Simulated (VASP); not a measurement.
A run of VASP 6.6.1:

File POSCAR:

```
As
1.0
    1.7942939793      1.0359361119      5.0803418975
   -1.7942939793      1.0359361119      5.0803418975
    0.0000000000     -2.0718722239      5.0803418975
As
2
Direct
    0.7885552421      0.7885552421      0.7885552421
    0.2114447579      0.2114447579      0.2114447579
```

Contents of INCAR.step1:

```
  PREC = Accurate
  ENCUT = 520
  ISMEAR = 0
  SIGMA = 0.02
  LREAL = F
  LASPH = T
  NELM = 60
  NBANDS = 12
  GGA = PE
  ALGO = Normal
  EDIFF = 1E-4
  LWAVE = T
  LCHARG = F
```

INCAR.step2

```
  PREC = Accurate
  ENCUT = 520
  EDIFF = 1E-6
  ISMEAR = 0
  SIGMA = 0.02
  LREAL = F
  LASPH = T
  NELM = 60
  ALGO = Normal
  ISIF = 2
  LWAVE = F
  LCHARG = T
  METAGGA = R2SCAN
  LMIXTAU = T
  LELF = T
  LVHAR = T
  NBANDS = 12
  ISTART = 1
```

The input KPOINTS:

```
Automatic mesh
0
Gamma
  9 9 9
```

Potentials or basis: VASP PAW PBE potentials, release 64 (As).

Launch:

```console
$ cat potpaw_PBE.64/As/POTCAR > POTCAR
$ cp INCAR.step1 INCAR
$ mpirun -np 1 vasp_std > vasp.out
$ cp INCAR.step2 INCAR
$ mpirun -np 1 vasp_std > vasp.out
```

Hardware: 1 thread of Intel(R) Xeon(R) 6975P-C (Granite Rapids), with other jobs on the host.

Q: Estimate the wall time of this run.

A: Run time: 3.2 min on 1 thread of Intel(R) Xeon(R) 6975P-C (Granite Rapids), with other jobs on the host, peak memory 0.29 GiB. Counts: k points 85.
